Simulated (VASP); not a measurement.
Wanted: the native input for a VASP 6.6.1 run.

* Task: relaxation of cell and atoms
* Functional: PBE
* Potentials or basis: VASP PAW PBE potentials, release 64 (Pt)
* Cutoff: 600 eV
* k mesh: 17 × 17 × 17
* Occupations: fermi-dirac, width 0.05 eV
* Spin: no spin polarisation
* Target pressure: 260 GPa
* Dipole correction: no
* Further INCAR settings: ALGO = Normal; EDIFF = 1e-06; IBRION = 2; EDIFFG = -0.005; NSW = 60; ISIF = 3

The structure of Pt lies in POSCAR:

```
Pt
1.0
    2.2267347786      0.0000000000      0.0000000000
    0.0000000000      2.2267347786      0.0000000000
    0.0000000000      0.0000000000      2.2267347786
Pt
1
Direct
    0.0000000000      0.0000000000      0.0000000000
```

This isn't the form of Pt at room conditions, which is fcc.

These files were run (other wordings do the same):

INCAR

```
SYSTEM = Pt
PREC     = Accurate       ! precision mode
ENCUT    = 600            ! plane-wave cutoff, eV
EDIFF    = 1E-6           ! SCF threshold, eV
ISMEAR   = -1             ! smearing method
SIGMA    = 0.05           ! smearing width, eV
LREAL    = .FALSE.        ! projectors in reciprocal space
LASPH    = .TRUE.         ! aspherical terms in the spheres
NELM     = 100            ! most SCF steps
ALGO     = Normal         ! electronic algorithm
ISIF     = 3              ! what is computed and relaxed
LWAVE    = .FALSE.        ! write WAVECAR
LCHARG   = .FALSE.        ! write CHGCAR
GGA      = PE             ! functional
IBRION   = 2              ! ionic algorithm
NSW      = 60             ! ionic steps
EDIFFG   = -0.005         ! ionic threshold
PSTRESS  = 2600.0
```

KPOINTS

```
regular mesh
0
G
  17 17 17
  0 0 0
```

Potentials or basis: VASP PAW PBE potentials, release 64 (Pt).

Run with:

```sh
$ cat potpaw_PBE.64/Pt/POTCAR > POTCAR
$ mpirun -np 1 vasp_std > vasp.out
```

It gave:

```
Relaxed volume                                             : 11.59 Å³/atom
Relaxed cell                                               : a = 2.263 Å, b = 2.263 Å, c = 2.263 Å, α = 90.00°, β = 90.00°, γ = 90.00°
Space group after relaxing (to 0.1 Å)                      : Pm-3m (No. 221)
Energy change on relaxing (the run minimises the enthalpy) : -991.4 meV/atom
Ionic steps                                                : 18
Pressure after relaxing                                    : 260.1 GPa
Band gap on the k mesh                                     : zero (bands 5 and 6 overlap by 6.22 eV)
```

Caveat: the cell is relaxed towards a set pressure, so the run minimises the enthalpy, not the energy; spin-orbit coupling is left out, which moves the levels of the heavy elements.

It took 2 min on 1 thread of Intel Xeon 8259CL, with other jobs on the host, peak memory 0.15 GiB.
